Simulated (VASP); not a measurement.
Here is a VASP 6.6.1 calculation.

File INCAR:

```
  ALGO = Normal
  EDIFF = 1E-7
  ENCUT = 520
  GGA = PE
  ISIF = 2
  ISMEAR = -1
  LASPH = T
  LCHARG = T
  LELF = T
  LREAL = F
  LVHAR = T
  LWAVE = F
  NBANDS = 15
  NELM = 60
  PREC = Accurate
  SIGMA = 0.05
```

Contents of KPOINTS:

```
k-points
0
Gamma
  7 7 7
```

File POSCAR:

```
KBr
1.0
    4.0434990000      0.0000000000      0.0000000000
    0.0000000000      4.0434990000      0.0000000000
    0.0000000000      0.0000000000      4.0434990000
K Br
1 1
Direct
    0.0052000000      0.9922035700      0.9919326600
    0.4948000000      0.5077964300      0.5080673400
```

Potentials or basis: VASP PAW PBE potentials, release 64 (K_sv, Br).

Launch:

```bash
$ cat potpaw_PBE.64/K_sv/POTCAR potpaw_PBE.64/Br/POTCAR > POTCAR
$ mpirun -np 1 vasp_std > vasp.out
```

(1) Predict the largest force.

(2) Predict the band gap on the k mesh.

Results:

(1) 0.057 eV/Å.

(2) 3.89 eV (least direct gap 4.13 eV).

Caveat: the cell differs from its parent crystal (all K atoms moved 0.1 Å in one direction); an odd mesh through Γ misses points on the zone boundary, where band edges can lie.
